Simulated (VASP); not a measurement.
Wanted: the native input for a VASP 6.6.1 run.

```
Task                   : relaxation of cell and atoms
Functional             : PBEsol
Potentials or basis    : VASP PAW PBE potentials, release 64 (B)
Cutoff                 : 600 eV
k mesh                 : 6 × 6 × 6
Occupations            : gaussian, width 0.1 eV
Spin                   : no spin polarisation
Dipole correction      : no
Further INCAR settings : ALGO = Normal; EDIFF = 1e-06; IBRION = 2; EDIFFG = -0.015; NSW = 100; ISIF = 3
```

The structure of B lies in POSCAR:

```
B
1.0
    2.4066953382      1.2851501456      2.6660821996
   -2.4373810874      1.3097957842      2.6810242705
    0.0060008745     -2.7303473675      2.7445328717
B
8
Direct
    0.3075106619      0.2552004220      0.1959269458
    0.2703956869      0.2603714085      0.7725592855
    0.2302553258      0.7738545859      0.2112753684
    0.1851587792      0.7381443518      0.7877959423
    0.7898313649      0.1747931662      0.2355383612
    0.7343607574      0.3036876961      0.7594839455
    0.7504728454      0.7490272179      0.2422321036
    0.7320145785      0.7449211516      0.7951880477
```

These files were run (other wordings do the same):

INCAR

```
PREC     = Accurate       # precision mode
ENCUT    = 600            # plane-wave cutoff, eV
EDIFF    = 1E-6           # SCF threshold, eV
ISMEAR   = 0              # smearing method
SIGMA    = 0.1            # smearing width, eV
LREAL    = False          # projectors in reciprocal space
LASPH    = True           # aspherical terms in the spheres
NELM     = 60             # most SCF steps
ALGO     = Normal         # electronic algorithm
ISIF     = 3              # what is computed and relaxed
LWAVE    = False          # write WAVECAR
LCHARG   = False          # write CHGCAR
GGA      = PS             # functional
IBRION   = 2              # ionic algorithm
NSW      = 100            # ionic steps
EDIFFG   = -0.015         # ionic threshold
```

KPOINTS

```
regular mesh
0
Gamma
  6 6 6
```

Potentials or basis: VASP PAW PBE potentials, release 64 (B).

Run with:

```bash
$ cat potpaw_PBE.64/B/POTCAR > POTCAR
$ mpirun -np 1 vasp_std > vasp.out
```

Results of the run:

- Relaxed volume: 6.64 Å³/atom
- Relaxed cell: a = 3.085 Å, b = 3.693 Å, c = 4.954 Å, α = 83.95°, β = 86.21°, γ = 71.13°
- Space group after relaxing (to 0.1 Å): C2/m (No. 12)
- Energy gained by relaxing: 755.7 meV/atom
- Ionic steps: 66
- Pressure after relaxing: 0.0 GPa
- Largest force after relaxing: 0.010 eV/Å
- Band gap on the k mesh: zero (bands 12 and 13 overlap by 1.87 eV)

Caveat: a cell axis changed by over 15 % at a fixed basis, so the end point is rough; the PAW data sets were made with another functional, which shifts forces and pressure a little.

Run time: 49 min on 1 thread of Intel(R) Xeon(R) Platinum 8375C CPU @ 2.90GHz (Ice Lake), with other jobs on the host, peak memory 0.25 GiB.
